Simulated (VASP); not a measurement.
# CdSe (R3m) in VASP: settings compared

The runs below take CdSe through single point, with PBE, r2SCAN.

All numbers are computed with VASP 6.6.1; they aren't measurements. Logs are shortened: lines on timing, memory, paths and dates and some standing lists are left out, and cuts for length are marked.

## (1) The cell of the first run

Symmetry: R3m, No. 160, trigonal system. Conventional cell: a = 4.318 Å, b = 4.318 Å, c = 10.668 Å, α = 90.00°, β = 90.00°, γ = 120.00°. Cd (site symmetry 3m) has 4 Se at 2.65 Å within 3.5 Å. Se (site symmetry 3m) has 4 Cd at 2.65 Å within 3.5 Å.

## (2) Single point, PBE (epitaxial 111 strain -0.5%)

The input, INCAR:

```
SYSTEM = CdSe
  ALGO = Normal
  EDIFF = 1E-7
  ENCUT = 520
  GGA = PE
  ISIF = 2
  ISMEAR = -1
  LASPH = .True.
  LCHARG = .False.
  LREAL = .False.
  LWAVE = .False.
  NBANDS = 16
  NELM = 80
  PREC = Accurate
  SIGMA = 0.02
```

The input, KPOINTS:

```
k-points
0
Gamma
  8 8 8
  0 0 0
```

The input, POSCAR:

```
CdSe
1.0
    0.0176704184      3.0707260341      3.0707260341
    3.0707260341      0.0176704184      3.0707260341
    3.0707260341      3.0707260341      0.0176704184
Cd Se
1 1
Direct
    0.0006243822      0.0006243822      0.0006243822
    0.2493756178      0.2493756178      0.2493756178
```

Potentials or basis: VASP PAW PBE potentials, release 64 (Cd, Se).

On the command line:

```sh
cat potpaw_PBE.64/Cd/POTCAR potpaw_PBE.64/Se/POTCAR > POTCAR
mpirun -np 1 vasp_std > vasp.out
```

OUTCAR:

```text
SYSTEM = CdSe
   EDIFF = 1E-7
   ENCUT = 520
   GGA = PE
   ISIF = 2
   ISMEAR = -1
   LASPH = .True.
   LREAL = .False.
   NELM = 80
   PREC = Accurate

 ion  position               nearest neighbor table
   1  0.001  0.001  0.001-   2 2.65   2 2.65   2 2.65   2 2.65
   2  0.249  0.249  0.249-   1 2.65   1 2.65   1 2.65   1 2.65

  LATTYP: Found a trigonal (rhomboedric) cell.
 ALAT       =     4.3426983543
 COS(alpha) =     0.5057461021

  Lattice vectors:

 A1 = (   0.0176704184,   3.0707260341,   3.0707260341)
 A2 = (   3.0707260341,   0.0176704184,   3.0707260341)
 A3 = (   3.0707260341,   3.0707260341,   0.0176704184)

Analysis of symmetry for initial positions (statically):
=====================================================================
 Subroutine PRICEL returns:
 Original cell was already a primitive cell.

 Routine SETGRP: Setting up the symmetry group for a
 trigonal (rhombohedral) supercell.

 Subroutine GETGRP returns: Found  6 space group operations
 (whereof  6 operations were pure point group operations)
 out of a pool of 12 trial point group operations.

The static configuration has the point symmetry C_3v.

Analysis of symmetry for dynamics (positions and initial velocities):
=====================================================================
 Subroutine PRICEL returns:
 Original cell was already a primitive cell.

 Routine SETGRP: Setting up the symmetry group for a
 trigonal (rhombohedral) supercell.

 Subroutine GETGRP returns: Found  6 space group operations
 (whereof  6 operations were pure point group operations)
 out of a pool of 12 trial point group operations.

The dynamic configuration has the point symmetry C_3v.

 Subroutine INISYM returns: Found  6 space group operations
 (whereof  6 operations are pure point group operations),
 and found     1 'primitive' translations

----------------------------------------------------------------------------------------

                                     Primitive cell

  volume of cell :      57.4101

  direct lattice vectors                    reciprocal lattice vectors
     0.017670418  3.070726034  3.070726034    -0.164240209  0.163300500  0.163300500
     3.070726034  0.017670418  3.070726034     0.163300500 -0.164240209  0.163300500
     3.070726034  3.070726034  0.017670418     0.163300500  0.163300500 -0.164240209

  length of vectors
     4.342698354  4.342698354  4.342698354     0.283388343  0.283388343  0.283388343

  position of ions in fractional coordinates (direct lattice)
     0.000624382  0.000624382  0.000624382
     0.249375618  0.249375618  0.249375618

[... 77 lines left out ...]
   LREAL  =      F    real-space projection
   EDIFFG = 0.1E-05   stopping-criterion for IOM
   NSW    =      0    number of steps for IOM
   IBRION =     -1    ionic relax: 0-MD 1-quasi-New 2-CG
   NFREE  =      0    steps in history (QN), initial steepest desc. (CG)
   ISIF   =      2    stress and relaxation
   ISYM   =      2    0-nonsym 1-usesym 2-fastsym
   POTIM  = 0.5000    time-step for ionic-motion
   TEBEG  =    0.0;   TEEND  =   0.0 temperature during run
   PSTRESS=    0.0 pullay stress
   NELECT =      18.0000    total number of electrons
   NUPDOWN=      -1.0000    fix difference up-down
   EMIN   =  10.00;   EMAX   =-10.00  energy-range for DOS
   EFERMI =   0.00;   METHOD = LEGACY
   ISMEAR =    -1;   SIGMA  =   0.02  broadening in eV -4-tet -1-fermi 0-gaus
   EFERMI_NEDOS =   21; number of points for ismear=-14 and -15
   IALGO  =     38    algorithm
   IMIX   =      4    mixing-type and parameters
     AMIX     =   0.40;   BMIX     =  1.00
     AMIX_MAG =   1.60;   BMIX_MAG =  1.00
  volume/ion in A,a.u.               =      28.71       193.71
  Fermi-wavevector in a.u.,A,eV,Ry     =   1.112166  2.101689 16.829223  1.236913
  Thomas-Fermi vector in A             =   2.248737
   LORBIT       =      0    0 simple, 1 ext, 2 COOP (PROOUT), +10 PAW based schemes
   GGA     = PE    functional components
   LHFCALC =     F    Hartree Fock is set to
   AEXX    =    0.0000 exact exchange contribution
   IVDW    =     0    specifies the selected vdW correction
   LEPSILON=     F    determine dielectric tensor
   LRPA    =     F    only Hartree local field effects (RPA)
 non-spin polarized calculation
  energy-cutoff  :      520.00
  volume of cell :       57.41
 maximum number of plane-waves:      1568
   NGX = 17   NGY = 17   NGZ = 17

 number of electron      18.0000006 magnetization

 Free energy of the ion-electron system (eV)
  ---------------------------------------------------
  ext. energy  EPLUGINS =         0.00000000
  ---------------------------------------------------
  free energy    TOTEN  =        -5.48480077 eV

  energy without entropy =       -5.48480077  energy(sigma->0) =       -5.48480077

 E-fermi :   1.0797     XC(G=0):  -8.7932

 val. band max:        0.7952259694   @ k =   0.0000   0.0000   0.0000
 cond. band min:       1.3487146915   @ k =   0.0000   0.0000   0.0000
 fundamental gap:      0.5534887221
 Fermi energy:         1.0796997135

 k-point     1 :       0.0000    0.0000    0.0000
  band No.  band energies     occupation
      1     -11.6987      2.00000
      2      -7.0880      2.00000
      3      -7.0839      2.00000
      4      -7.0839      2.00000
      5      -6.7324      2.00000
      6      -6.7324      2.00000
[... 433 lines left out ...]
      3      -7.0002      2.00000
      4      -6.7884      2.00000
      5      -6.7406      2.00000
      6      -6.6944      2.00000
[... 8 lines left out ...]
     15      11.4123      0.00000
     16      12.3013      0.00000

 [... further k-points ...]

------------------------ aborting loop because EDIFF is reached ----------------------------------------

  FORCE on cell =-STRESS in cart. coord.  units (eV):
  Direction    XX          YY          ZZ          XY          YZ          ZX
  --------------------------------------------------------------------------------------
  -------------------------------------------------------------------------------------
  Total        0.7160933      0.7160933      0.7160933     -0.0436094     -0.0436094     -0.0436094
  in kB       19.9844375     19.9844375     19.9844375     -1.2170322     -1.2170322     -1.2170322
  external PRESSURE =      19.9844375 kB  Pullay stress =       0.0000000 kB

 VOLUME and BASIS-vectors are now :
 -----------------------------------------------------------------------------
  energy-cutoff  :      520.00
  volume of cell :       57.41
      direct lattice vectors                 reciprocal lattice vectors
     0.017670418  3.070726034  3.070726034    -0.164240209  0.163300500  0.163300500
     3.070726034  0.017670418  3.070726034     0.163300500 -0.164240209  0.163300500
     3.070726034  3.070726034  0.017670418     0.163300500  0.163300500 -0.164240209

 POSITION                                       TOTAL-FORCE (eV/Angst)
 -----------------------------------------------------------------------------------
      0.00385      0.00385      0.00385        -0.000183     -0.000183     -0.000183
      1.53593      1.53593      1.53593         0.000183      0.000183      0.000183
 -----------------------------------------------------------------------------------
    total drift:                                0.000017      0.000017      0.000017

  FREE ENERGIE OF THE ION-ELECTRON SYSTEM (eV)
  ---------------------------------------------------
  free  energy   TOTEN  =        -5.4848007713 eV

  energy  without entropy=       -5.4848007679  energy(sigma->0) =       -5.48480077
```

OSZICAR:

```text
N       E                     dE             d eps       ncg     rms          rms(c)
DAV:   1     0.104758415822E+03    0.10476E+03   -0.88854E+03  2136   0.101E+03
DAV:   2    -0.184972396167E+01   -0.10661E+03   -0.10102E+03  2520   0.245E+02
DAV:   3    -0.584518709218E+01   -0.39955E+01   -0.39896E+01  2440   0.490E+01
DAV:   4    -0.586276104900E+01   -0.17574E-01   -0.17573E-01  2688   0.322E+00
DAV:   5    -0.586287467791E+01   -0.11363E-03   -0.11363E-03  2440   0.226E-01    0.596E+00
DAV:   6    -0.550513344599E+01    0.35774E+00   -0.54574E-01  3160   0.872E+00    0.475E+00
DAV:   7    -0.548357326035E+01    0.21560E-01   -0.14228E-01  2416   0.250E+00    0.206E+00
DAV:   8    -0.548449572182E+01   -0.92246E-03   -0.13257E-02  2384   0.139E+00    0.247E-01
DAV:   9    -0.548468280834E+01   -0.18709E-03   -0.13999E-03  2496   0.478E-01    0.462E-02
DAV:  10    -0.548475084882E+01   -0.68040E-04   -0.15463E-04  2632   0.154E-01    0.431E-02
DAV:  11    -0.548480041652E+01   -0.49568E-04   -0.81111E-05  2496   0.569E-02    0.164E-02
DAV:  12    -0.548480018747E+01    0.22905E-06   -0.20009E-06  2432   0.171E-02    0.576E-03
DAV:  13    -0.548480078775E+01   -0.60027E-06   -0.16874E-06  2592   0.665E-03    0.283E-03
DAV:  14    -0.548480077131E+01    0.16437E-07   -0.49577E-08  2048   0.174E-03
   1 F= -.54848008E+01 E0= -.54848008E+01  d E =-.336498E-08
```

stdout:

```text
POSCAR found type information on POSCAR CdSe
 POSCAR found :  2 types and       2 ions
 scaLAPACK will be used
 LDA part: xc-table for (Slater+PW92), standard interpolation
 POSCAR, INCAR and KPOINTS ok, starting setup
 FFT: planning ... GRIDC
 FFT: planning ... GRID_SOFT
 FFT: planning ... GRID
 WAVECAR not read
 entering main loop
```

Wall time 55 s (1 thread of Intel Xeon 8259CL, shared host); peak memory 0.22 GiB.

What came out:

```yaml
Free_energy: -5.4848 eV
Pressure: 2.0 GPa
Band_gap_on_the_k_mesh: 0.55 eV
```

Caveat: the cell differs from its parent crystal (epitaxial 111 strain -0.5%).

(Continued in part 2 of 2.)
